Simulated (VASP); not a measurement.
# MoS2 (P6_3/mmc) in VASP: a series of runs, part 2 of 2

VASP 6.6.1. The steps go on from the part before.

**4. Single point, PBE**

This run uses another cell than the first one, of 18.04 Å³/atom.

INCAR

```
ALGO     = Normal         # electronic algorithm
EDIFF    = 1E-6           # SCF threshold, eV
ENCUT    = 520            # plane-wave cutoff, eV
GGA      = PE             # functional
ISIF     = 2              # what is computed and relaxed
ISMEAR   = 1              # smearing method
LASPH    = True           # aspherical terms in the spheres
LCHARG   = True           # write CHGCAR
LELF     = True           # ELF
LREAL    = False          # projectors in reciprocal space
LVHAR    = True         
LWAVE    = False          # write WAVECAR
NBANDS   = 35             # bands
NELM     = 80             # most SCF steps
PREC     = Accurate       # precision mode
SIGMA    = 0.05           # smearing width, eV
```

KPOINTS

```
k-points
0
Gamma
  8 8 2
```

POSCAR

```
MoS2
1.0
    3.1795283165      0.0000000000      0.0000000000
   -1.5897641583      2.7535527912      0.0000000000
    0.0000000000      0.0000000000     12.3649438224
Mo S
2 4
Direct
    0.3333333333      0.6666666667      0.2500000000
    0.6666666667      0.3333333333      0.7500000000
    0.3333333333      0.6666666667      0.6230000000
    0.6666666667      0.3333333333      0.1230000000
    0.3333333333      0.6666666667      0.8770000000
    0.6666666667      0.3333333333      0.3770000000
```

Potentials or basis: VASP PAW PBE potentials, release 64 (Mo_sv, S).

The run is started by

```console
$ cat potpaw_PBE.64/Mo_sv/POTCAR potpaw_PBE.64/S/POTCAR > POTCAR
$ mpirun -np 1 vasp_std > vasp.out
```

OUTCAR:

```text
EDIFF = 1E-6
   ENCUT = 520
   GGA = PE
   ISIF = 2
   ISMEAR = 1
   LASPH = True
   LREAL = False
   NELM = 80
   PREC = Accurate

 ion  position               nearest neighbor table
   1  0.333  0.667  0.250-   4 2.42   6 2.42   4 2.42   6 2.42   4 2.42   6 2.42
   2  0.667  0.333  0.750-   3 2.42   5 2.42   3 2.42   5 2.42   3 2.42   5 2.42
   3  0.333  0.667  0.623-   2 2.42   2 2.42   2 2.42
   4  0.667  0.333  0.123-   1 2.42   1 2.42   1 2.42
[... 965 lines left out ...]
  -------------------------------------------------------------------------------------
  Total        0.2116277      0.2116278      0.3417583     -0.0000000      0.0000000      0.0000000
  in kB        3.1320944      3.1320955      5.0580303     -0.0000000      0.0000000      0.0000000
  external PRESSURE =       3.7740734 kB  Pullay stress =       0.0000000 kB

 VOLUME and BASIS-vectors are now :
 -----------------------------------------------------------------------------
  energy-cutoff  :      520.00
  volume of cell :      108.26
      direct lattice vectors                 reciprocal lattice vectors
     3.179528316  0.000000000  0.000000000     0.314512060  0.181583590  0.000000000
    -1.589764158  2.753552791  0.000000000     0.000000000  0.363167179  0.000000000
     0.000000000  0.000000000 12.364943822     0.000000000  0.000000000  0.080873801

 POSITION                                       TOTAL-FORCE (eV/Angst)
 -----------------------------------------------------------------------------------
     -0.00000      1.83570      3.09124        -0.000000      0.000000      0.000000
      1.58976      0.91785      9.27371         0.000000      0.000000      0.000000
     -0.00000      1.83570      7.70336         0.000000     -0.000000      0.232063
      1.58976      0.91785      1.52089        -0.000000      0.000000      0.232063
     -0.00000      1.83570     10.84406         0.000000     -0.000000     -0.232063
      1.58976      0.91785      4.66158         0.000000      0.000000     -0.232063
 -----------------------------------------------------------------------------------
    total drift:                                0.000000     -0.000000      0.000000

  FREE ENERGIE OF THE ION-ELECTRON SYSTEM (eV)
  ---------------------------------------------------
  free  energy   TOTEN  =       -43.6214889814 eV

  energy  without entropy=      -43.6215116294  energy(sigma->0) =      -43.62149653
```

Run time: 71 s. Hardware: 1 thread of Intel Xeon Platinum 8488C (Sapphire Rapids), shared host; peak memory 0.25 GiB.

What came out:

```yaml
Free_energy: -43.6215 eV
Pressure: 0.4 GPa
Largest_force: 0.232 eV/Å
Band_gap_on_the_k_mesh: 1.00 eV (least direct gap 1.91 eV)
```

Forces on the atoms (eV/Å):
```
Mo   0.000  0.000  0.000
Mo   0.000  0.000  0.000
S    0.000  0.000  0.232
S    0.000  0.000  0.232
S    0.000  0.000 -0.232
S    0.000  0.000 -0.232
```

Stress tensor (GPa, compression positive):
```
0.31 0.00 0.00
0.00 0.31 0.00
0.00 0.00 0.51
```

Levels at points of the mesh, in eV from the valence-band top:
| k point | band 24 | band 25 | band 26 | band 27 | band 28 | band 29 |
| --- | --- | --- | --- | --- | --- | --- |
| (0.00, 0.00, 0.00) | -1.18 | -1.10 | 0.00 | 2.10 | 2.10 | 2.12 |
| (0.50, 0.00, 0.00) | -1.51 | -1.37 | -1.24 | 1.60 | 1.64 | 2.00 |
| (0.00, 0.00, 0.50) | -2.11 | -0.26 | -0.26 | 2.10 | 2.10 | 2.10 |
| (0.50, 0.00, 0.50) | -1.61 | -1.30 | -1.30 | 1.62 | 1.62 | 2.13 |

Caveat: this functional lacks dispersion, which binds the layers, so the pressure and a relaxed spacing across them are unreliable.

**5. Single point, PBE**

This run uses another cell than the first one, of 18.58 Å³/atom.

INCAR

```
ALGO = Normal ; EDIFF = 1E-6
ENCUT = 520 ; GGA = PE
ISIF = 2 ; ISMEAR = 1
LASPH = T ; LCHARG = F
LREAL = F ; LWAVE = F
NBANDS = 35 ; NELM = 80
PREC = Accurate ; SIGMA = 0.05
```

KPOINTS is that of step 4.

Edit POSCAR of step 4 so:

```diff
@@ -2,5 +2,5 @@
 1.0
-    3.1795283165      0.0000000000      0.0000000000
-   -1.5897641583      2.7535527912      0.0000000000
-    0.0000000000      0.0000000000     12.3649438224
+    3.2107021507      0.0000000000      0.0000000000
+   -1.6053510754      2.7805501284      0.0000000000
+    0.0000000000      0.0000000000     12.4861764927
 Mo S
```

The run is started by

```console
$ cat potpaw_PBE.64/Mo_sv/POTCAR potpaw_PBE.64/S/POTCAR > POTCAR
$ mpirun -np 1 vasp_std > vasp.out
```

Run time: 74 s. Hardware: 1 thread of Intel Xeon Platinum 8488C (Sapphire Rapids), shared host; peak memory 0.24 GiB.

Results (log left out):

```yaml
Free_energy: -43.5896 eV
Pressure: -3.6 GPa
Largest_force: 0.661 eV/Å
Band_gap_on_the_k_mesh: 1.01 eV (least direct gap 1.83 eV)
```

Forces in eV/Å, atoms in the order of the input:
```
Mo   0.000  0.000  0.000
Mo   0.000  0.000  0.000
S    0.000  0.000  0.661
S    0.000  0.000  0.661
S    0.000  0.000 -0.661
S    0.000  0.000 -0.661
```

Stress tensor (GPa, compression positive):
```
-3.51  0.00  0.00
 0.00 -3.51  0.00
 0.00  0.00 -3.78
```

Levels at points of the mesh, in eV from the valence-band top:
```tsv
k point	band 22	band 23	band 24	band 25	band 26	band 27	band 28	band 29	band 30	band 31
(0.00, 0.00, 0.00)	-2.00	-2.00	-1.15	-1.01	0.00	2.05	2.05	2.08	2.08	2.18
(0.50, 0.00, 0.00)	-2.38	-1.66	-1.47	-1.29	-1.17	1.56	1.60	1.94	2.17	2.80
(0.00, 0.00, 0.50)	-2.03	-2.03	-2.03	-0.24	-0.24	2.06	2.06	2.06	2.06	2.26
(0.50, 0.00, 0.50)	-2.51	-1.56	-1.56	-1.22	-1.22	1.57	1.57	2.07	2.07	3.15
```

Caveat: the cell stands under tension; this functional lacks dispersion, which binds the layers, so the pressure and a relaxed spacing across them are unreliable. A k mesh can miss the band edges.

**6. Single point, PBE**

This run uses another cell than the first one, of 19.11 Å³/atom.

INCAR

```
SYSTEM = MoS2
  ALGO = Normal
  EDIFF = 1E-6
  ENCUT = 520
  GGA = PE
  ISIF = 2
  ISMEAR = 1
  LASPH = .True.
  LCHARG = .False.
  LREAL = .False.
  LWAVE = .False.
  NBANDS = 35
  NELM = 60
  PREC = Accurate
  SIGMA = 0.05
```

KPOINTS

```
k-points
0
Gamma
  8 8 2
  0 0 0
```

Edit POSCAR of step 5 so:

```diff
@@ -2,5 +2,5 @@
 1.0
-    3.2107021507      0.0000000000      0.0000000000
-   -1.6053510754      2.7805501284      0.0000000000
-    0.0000000000      0.0000000000     12.4861764927
+    3.2412821069      0.0000000000      0.0000000000
+   -1.6206410534      2.8070331521      0.0000000000
+    0.0000000000      0.0000000000     12.6050996167
 Mo S
```

Potentials or basis: VASP PAW PBE potentials, release 64 (Mo_sv, S).

The run is started by

```console
$ cat potpaw_PBE.64/Mo_sv/POTCAR potpaw_PBE.64/S/POTCAR > POTCAR
$ mpirun -np 1 vasp_std > vasp.out
```

Wall time 74 s (1 thread of Intel Xeon Platinum 8488C (Sapphire Rapids), shared host); peak memory 0.24 GiB.

It converged, with:

| Item | Value |
| --- | --- |
| Free energy | -43.4839 eV |
| Pressure | -7.0 GPa |
| Largest force | 1.043 eV/Å |
| Band gap on the k mesh | 1.03 eV (least direct gap 1.76 eV) |

Forces on the atoms (eV/Å):
```
Mo   0.000  0.000  0.000
Mo   0.000  0.000  0.000
S    0.000  0.000  1.043
S    0.000  0.000  1.043
S    0.000  0.000 -1.043
S    0.000  0.000 -1.043
```

Stress tensor (GPa, compression positive):
```
-6.75  0.00  0.00
 0.00 -6.75  0.00
 0.00  0.00 -7.42
```

Levels at points of the mesh, in eV from the valence-band top:
```
           k point  band 24  band 25  band 26  band 27  band 28  band 29
(0.00, 0.00, 0.00)    -1.12    -0.93     0.00     2.01     2.01     2.04
(0.50, 0.00, 0.00)    -1.43    -1.22    -1.11     1.51     1.55     1.89
(0.00, 0.00, 0.50)    -1.95    -0.22    -0.22     2.02     2.02     2.02
(0.50, 0.00, 0.50)    -1.52    -1.16    -1.16     1.53     1.53     2.00
```

Caveat: the cell stands under tension; this functional lacks dispersion, which binds the layers, so the pressure and a relaxed spacing across them are unreliable; forces of over 1 eV/Å act on the atoms, so gaps and moduli don't describe the material at rest. PBE gaps usually lie below the measured ones, often by a third to a half.

**7. Overview**

| cell | gap on the mesh (eV) | pressure (GPa) | largest force (eV/Å) |
| --- | --- | --- | --- |
| a = 3.115, b = 3.115, c = 12.115 Å, angles 90.0, 90.0, 120.0°, 6 atoms | 0.96 | 10.5 | 0.79 |
| a = 3.148, b = 3.148, c = 12.241 Å, angles 90.0, 90.0, 120.0°, 6 atoms | 0.98 | 5.1 | 0.25 |
| a = 3.180, b = 3.180, c = 12.365 Å, angles 90.0, 90.0, 120.0°, 6 atoms | 1.00 | 0.4 | 0.23 |
| a = 3.211, b = 3.211, c = 12.486 Å, angles 90.0, 90.0, 120.0°, 6 atoms | 1.01 | -3.6 | 0.66 |
| a = 3.241, b = 3.241, c = 12.605 Å, angles 90.0, 90.0, 120.0°, 6 atoms | 1.03 | -7.0 | 1.04 |

Alike in all rows: task single point; level PBE; potentials or basis VASP PAW PBE potentials, release 64 (Mo_sv, S); no spin polarisation; k mesh 8 × 8 × 2; cutoff (eV) 520; smearing methfessel-paxton 0.05 eV.

Caveats: this functional lacks dispersion, which binds the layers, so the pressure and a relaxed spacing across them are unreliable; the cell stands under pressure (at least some runs); the cell stands under tension (at least some runs); forces of over 1 eV/Å act on the atoms, so gaps and moduli don't describe the material at rest (at least some runs).

Total energies depend on the potentials used, so only differences within one code and one set of settings carry meaning.

**8. How close it comes**

Step 4. Against the measured gap of MoS2, 1.3 eV (indirect; 300 K; “Multiwavelength excitation Raman Scattering Analysis of bulk and 2 dimensional MoS2: Vibrational properties of atomically thin MoS2 layers”, 2015, arxiv:1506.03228), the calculated 1.00 eV is off by -0.30 eV. Spin-orbit coupling on Mo is left out. The value is that of PBE on a finite k mesh, which can miss the band edges, without temperature or zero-point motion. Semilocal functionals fall short of measured gaps as a rule.
